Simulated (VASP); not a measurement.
# SiNi (Pnma) in VASP: single point with PBEsol

Aim: the single point of SiNi with PBEsol.

Everything below comes from runs of VASP 6.6.1. Logs are shortened: lines on timing, memory, paths and dates and some standing lists are left out, and cuts for length are marked.

## (1) The cell of the first run

It takes space group Pnma (No. 62, orthorhombic). Conventional cell: a = 5.084 Å, b = 3.365 Å, c = 5.520 Å, α = 90.00°, β = 90.00°, γ = 90.00°. Si (site symmetry m) has 6 Ni at 2.26 to 2.38 Å and 2 Si at 2.66 Å within 3.0 Å. Ni (site symmetry m) has 6 Si at 2.26 to 2.38 Å and 4 Ni at 2.63 to 2.67 Å within 3.0 Å.

## (2) Single point, PBEsol

File INCAR:

```
SYSTEM = SiNi
PREC = Accurate
ENCUT = 520
EDIFF = 1E-6
ISMEAR = 1
SIGMA = 0.1
LREAL = .False.
LASPH = .True.
NELM = 80
ALGO = Normal
ISIF = 2
LWAVE = .False.
LCHARG = .False.
GGA = PS
NBANDS = 38
```

File KPOINTS:

```
regular mesh
0
Gamma
  8 12 8
  0 0 0
```

File POSCAR:

```
SiNi
1.0
    5.0841225824      0.0000000000      0.0000000000
    0.0000000000      3.3648587297      0.0000000000
    0.0000000000      0.0000000000      5.5196864008
Si Ni
4 4
Direct
    0.3211686031      0.7500000000      0.0872021689
    0.1788313969      0.2500000000      0.5872021689
    0.8211686031      0.7500000000      0.4127978311
    0.6788313969      0.2500000000      0.9127978311
    0.0093749845      0.2500000000      0.1874082927
    0.4906250155      0.7500000000      0.6874082927
    0.5093749845      0.2500000000      0.3125917073
    0.9906250155      0.7500000000      0.8125917073
```

Potentials or basis: VASP PAW PBE potentials, release 64 (Si, Ni).

Launch:

```
$ cat potpaw_PBE.64/Si/POTCAR potpaw_PBE.64/Ni/POTCAR > POTCAR
$ mpirun -np 1 vasp_std > vasp.out
```

OUTCAR:

```text
SYSTEM = SiNi
   PREC = Accurate
   ENCUT = 520
   EDIFF = 1E-6
   ISMEAR = 1
   LREAL = .False.
   LASPH = .True.
   NELM = 80
   ISIF = 2
   GGA = PS

 ion  position               nearest neighbor table
   1  0.321  0.750  0.087-   8 2.26   7 2.30   7 2.30   6 2.37   5 2.38   5 2.38   4 2.66   4 2.66
                             3 3.11   3 3.11
   2  0.179  0.250  0.587-   7 2.26   8 2.30   8 2.30   5 2.37   6 2.38   6 2.38   3 2.66   3 2.66
                             4 3.11   4 3.11
   3  0.821  0.750  0.413-   6 2.26   5 2.30   5 2.30   8 2.37   7 2.38   7 2.38   2 2.66   2 2.66
                             1 3.11   1 3.11
   4  0.679  0.250  0.913-   5 2.26   6 2.30   6 2.30   7 2.37   8 2.38   8 2.38   1 2.66   1 2.66
                             2 3.11   2 3.11
   5  0.009  0.250  0.187-   4 2.26   3 2.30   3 2.30   2 2.37   1 2.38   1 2.38   7 2.63   7 2.63
                             8 2.67   8 2.67
   6  0.491  0.750  0.687-   3 2.26   4 2.30   4 2.30   1 2.37   2 2.38   2 2.38   8 2.63   8 2.63
                             7 2.67   7 2.67
   7  0.509  0.250  0.313-   2 2.26   1 2.30   1 2.30   4 2.37   3 2.38   3 2.38   5 2.63   5 2.63
                             6 2.67   6 2.67
   8  0.991  0.750  0.813-   1 2.26   2 2.30   2 2.30   3 2.37   4 2.38   4 2.38   6 2.63   6 2.63
                             5 2.67   5 2.67

  LATTYP: Found a simple orthorhombic cell.
 ALAT       =     3.3648587297
 B/A-ratio  =     1.5109468155
 C/A-ratio  =     1.6403917205

  Lattice vectors:

 A1 = (   0.0000000000,  -3.3648587297,   0.0000000000)
 A2 = (   5.0841225824,   0.0000000000,   0.0000000000)
 A3 = (   0.0000000000,   0.0000000000,   5.5196864008)

Analysis of symmetry for initial positions (statically):
=====================================================================
 Subroutine PRICEL returns:
 Original cell was already a primitive cell.

 Routine SETGRP: Setting up the symmetry group for a
 simple orthorhombic supercell.

 Subroutine GETGRP returns: Found  8 space group operations
 (whereof  2 operations were pure point group operations)
 out of a pool of  8 trial point group operations.

The static configuration has the point symmetry S_2 .
 The point group associated with its full space group is D_2h.

Analysis of symmetry for dynamics (positions and initial velocities):
=====================================================================
 Subroutine PRICEL returns:
 Original cell was already a primitive cell.

 Routine SETGRP: Setting up the symmetry group for a
 simple orthorhombic supercell.

 Subroutine GETGRP returns: Found  8 space group operations
 (whereof  2 operations were pure point group operations)
 out of a pool of  8 trial point group operations.

The dynamic configuration has the point symmetry S_2 .
 The point group associated with its full space group is D_2h.

 Subroutine INISYM returns: Found  8 space group operations
 (whereof  2 operations are pure point group operations),
 and found     1 'primitive' translations

----------------------------------------------------------------------------------------

                                     Primitive cell

  volume of cell :      94.4272

  direct lattice vectors                    reciprocal lattice vectors
     5.084122582  0.000000000  0.000000000     0.196690773  0.000000000  0.000000000
     0.000000000  3.364858730  0.000000000     0.000000000  0.297189297  0.000000000
     0.000000000  0.000000000  5.519686401     0.000000000  0.000000000  0.181169713

  length of vectors
     5.084122582  3.364858730  5.519686401     0.196690773  0.297189297  0.181169713

  position of ions in fractional coordinates (direct lattice)
     0.321168603  0.750000000  0.087202169
     0.178831397  0.250000000  0.587202169
     0.821168603  0.750000000  0.412797831
     0.678831397  0.250000000  0.912797831
     0.009374984  0.250000000  0.187408293
     0.490625016  0.750000000  0.687408293
     0.509374984  0.250000000  0.312591707
     0.990625016  0.750000000  0.812591707

  ion indices of the primitive-cell ions
   primitive index   ion index
                 1           1
                 2           2
                 3           3
                 4           4
                 5           5
                 6           6
                 7           7
                 8           8

----------------------------------------------------------------------------------------

 KPOINTS: regular mesh

Automatic generation of k-mesh.
 Grid dimensions read from file:
 generate k-points for:    8   12    8

 Generating k-lattice:

  Cartesian coordinates                     Fractional coordinates (reciprocal lattice)
     0.024586347  0.000000000  0.000000000     0.125000000  0.000000000  0.000000000
     0.000000000  0.024765775  0.000000000     0.000000000  0.083333333  0.000000000
     0.000000000  0.000000000  0.022646214     0.000000000  0.000000000  0.125000000

  Length of vectors
     0.024586347  0.024765775  0.022646214

  Shift w.r.t. Gamma in fractional coordinates (k-lattice)
     0.000000000  0.000000000  0.000000000

 Subroutine IBZKPT returns following result:
 ===========================================

 Found    175 irreducible k-points:

 Following reciprocal coordinates:
            Coordinates               Weight
  0.000000  0.000000  0.000000      1.000000
  0.125000  0.000000  0.000000      2.000000
  0.250000  0.000000  0.000000      2.000000
  0.375000  0.000000  0.000000      2.000000
  0.500000  0.000000  0.000000      1.000000
  0.000000  0.083333  0.000000      2.000000
[... 16 lines left out ...]
  0.250000  0.333333  0.000000      4.000000
  0.375000  0.333333  0.000000      4.000000
 [... further k-points ...]
   k-points           NKPTS =    175   k-points in BZ     NKDIM =    175   number of bands    NBANDS=     38
   number of dos      NEDOS =    301   number of ions     NIONS =      8
   total plane-waves  NPLWV =  47040
   dimension x,y,z NGX =    40 NGY =   28 NGZ =   42
   dimension x,y,z NGXF=    80 NGYF=   56 NGZF=   84
   ions per type =               4   4
   NGX,Y,Z   is equivalent  to a cutoff of  13.08, 13.83, 12.65 a.u.
   NGXF,Y,Z  is equivalent  to a cutoff of  26.16, 27.67, 25.30 a.u.
 SYSTEM =  SiNi
   PREC   = accura    normal or accurate (medium, high low for compatibility)
   ISTART =      0    job   : 0-new  1-cont  2-samecut
   ICHARG =      2    charge: 1-file 2-atom 10-const
   ISPIN  =      1    spin polarized calculation?
   LNONCOLLINEAR =      F non collinear calculations
   LSORBIT =      F    spin-orbit coupling
   LASPH  =      T    aspherical Exc in radial PAW
   ENCUT  =  520.0 eV  38.22 Ry    6.18 a.u.   9.45  6.26 10.26*2*pi/ulx,y,z
   NELM   =     80;   NELMIN=  2; NELMDL= -5     # of ELM steps
   EDIFF  = 0.1E-05   stopping-criterion for ELM
   LREAL  =      F    real-space projection
   EDIFFG = 0.1E-04   stopping-criterion for IOM
   NSW    =      0    number of steps for IOM
   IBRION =     -1    ionic relax: 0-MD 1-quasi-New 2-CG
   NFREE  =      0    steps in history (QN), initial steepest desc. (CG)
   ISIF   =      2    stress and relaxation
   ISYM   =      2    0-nonsym 1-usesym 2-fastsym
   POTIM  = 0.5000    time-step for ionic-motion
   TEBEG  =    0.0;   TEEND  =   0.0 temperature during run
   PSTRESS=    0.0 pullay stress
   NELECT =      56.0000    total number of electrons
   NUPDOWN=      -1.0000    fix difference up-down
   EMIN   =  10.00;   EMAX   =-10.00  energy-range for DOS
   EFERMI =   0.00;   METHOD = LEGACY
   ISMEAR =     1;   SIGMA  =   0.10  broadening in eV -4-tet -1-fermi 0-gaus
   EFERMI_NEDOS =   21; number of points for ismear=-14 and -15
   IALGO  =     38    algorithm
   IMIX   =      4    mixing-type and parameters
     AMIX     =   0.40;   BMIX     =  1.00
     AMIX_MAG =   1.60;   BMIX_MAG =  1.00
  volume/ion in A,a.u.               =      11.80        79.65
  Fermi-wavevector in a.u.,A,eV,Ry     =   1.375430  2.599185 25.739598  1.891807
  Thomas-Fermi vector in A             =   2.500766
   LORBIT       =      0    0 simple, 1 ext, 2 COOP (PROOUT), +10 PAW based schemes
   GGA     = PS    functional components
   LHFCALC =     F    Hartree Fock is set to
   AEXX    =    0.0000 exact exchange contribution
   IVDW    =     0    specifies the selected vdW correction
   LEPSILON=     F    determine dielectric tensor
   LRPA    =     F    only Hartree local field effects (RPA)
 non-spin polarized calculation
 Methfessel and Paxton  Order N= 1 SIGMA  =   0.10
  energy-cutoff  :      520.00
  volume of cell :       94.43
 maximum number of plane-waves:      2572
 NGX is ok and might be reduce to    40
   NGX = 19   NGY = 13   NGZ = 21

 number of electron      56.0000021 magnetization

 Free energy of the ion-electron system (eV)
  ---------------------------------------------------
  ext. energy  EPLUGINS =         0.00000000
  ---------------------------------------------------
  free energy    TOTEN  =       -52.26621086 eV

  energy without entropy =      -52.26734623  energy(sigma->0) =      -52.26658932

 E-fermi :  10.7045     XC(G=0): -12.4551

 val. band max:       10.6815648466   @ k =   0.0000   0.4167   0.3750
 cond. band min:      10.7056559462   @ k =   0.2500   0.2500   0.2500
 fundamental gap:      0.0240910996
 Fermi energy:        10.7044905605

 k-point     1 :       0.0000    0.0000    0.0000
  band No.  band energies     occupation
      1      -2.5110      2.00000
      2       1.0294      2.00000
      3       2.1742      2.00000
      4       2.8514      2.00000
      5       4.0342      2.00000
      6       4.5700      2.00000
[... 30 lines left out ...]
     37      16.9233      0.00000
     38      17.3174      0.00000

 k-point     2 :       0.1250    0.0000    0.0000
  band No.  band energies     occupation
      1      -2.4239      2.00000
      2       0.8396      2.00000
      3       2.2376      2.00000
      4       2.5230      2.00000
      5       4.4489      2.00000
      6       4.6230      2.00000
[... 894 lines left out ...]
 k-point    24 :       0.3750    0.3333    0.0000
  band No.  band energies     occupation
      1      -0.3754      2.00000
      2       0.7804      2.00000
      3       2.7432      2.00000
      4       3.0003      2.00000
      5       4.6410      2.00000
      6       4.8234      2.00000
[... 30 lines left out ...]
     37      16.5897      0.00000
     38      17.5997      0.00000

 [... further k-points ...]

------------------------ aborting loop because EDIFF is reached ----------------------------------------

  FORCE on cell =-STRESS in cart. coord.  units (eV):
  Direction    XX          YY          ZZ          XY          YZ          ZX
  --------------------------------------------------------------------------------------
  -------------------------------------------------------------------------------------
  Total        0.1397057      0.0765873      0.1170469      0.0000000      0.0000000      0.0000000
  in kB        2.3704317      1.2994823      1.9859719      0.0000000      0.0000000      0.0000000
  external PRESSURE =       1.8852953 kB  Pullay stress =       0.0000000 kB

 VOLUME and BASIS-vectors are now :
 -----------------------------------------------------------------------------
  energy-cutoff  :      520.00
  volume of cell :       94.43
      direct lattice vectors                 reciprocal lattice vectors
     5.084122582  0.000000000  0.000000000     0.196690773  0.000000000  0.000000000
     0.000000000  3.364858730  0.000000000     0.000000000  0.297189297  0.000000000
     0.000000000  0.000000000  5.519686401     0.000000000  0.000000000  0.181169713

 POSITION                                       TOTAL-FORCE (eV/Angst)
 -----------------------------------------------------------------------------------
      1.63286      2.52364      0.48133        -0.000164      0.000000      0.004249
      0.90920      0.84121      3.24117         0.000164      0.000000      0.004249
      4.17492      2.52364      2.27851        -0.000164      0.000000     -0.004249
      3.45126      0.84121      5.03836         0.000164     -0.000000     -0.004249
      0.04766      0.84121      1.03444         0.013157     -0.000000     -0.004084
      2.49440      2.52364      3.79428        -0.013157     -0.000000     -0.004084
      2.58972      0.84121      1.72541         0.013157     -0.000000      0.004084
      5.03646      2.52364      4.48525        -0.013157     -0.000000      0.004084
 -----------------------------------------------------------------------------------
    total drift:                               -0.000000      0.000000      0.000000

  FREE ENERGIE OF THE ION-ELECTRON SYSTEM (eV)
  ---------------------------------------------------
  free  energy   TOTEN  =       -52.2662108613 eV

  energy  without entropy=      -52.2673462309  energy(sigma->0) =      -52.26658932
```

Wall time 11 min (1 thread of Oxide Virtual Turin-like, shared host); peak memory 0.51 GiB.

Results:

```yaml
Free_energy: -52.2662 eV
Pressure: 0.2 GPa
Largest_force: 0.014 eV/Å
Band_gap_on_the_k_mesh: zero (band 28 reaches 11.84 eV, above the bottom of band 29 at 9.95 eV)
```

Forces on the atoms (eV/Å):
```
Si   0.000  0.000  0.004
Si   0.000  0.000  0.004
Si   0.000  0.000 -0.004
Si   0.000  0.000 -0.004
Ni   0.013  0.000 -0.004
Ni  -0.013  0.000 -0.004
Ni   0.013  0.000  0.004
Ni  -0.013  0.000  0.004
```

Stress tensor (GPa, compression positive):
```
0.24 0.00 0.00
0.00 0.13 0.00
0.00 0.00 0.20
```

Caveat: the PAW data sets were made with another functional, which shifts forces and pressure a little.
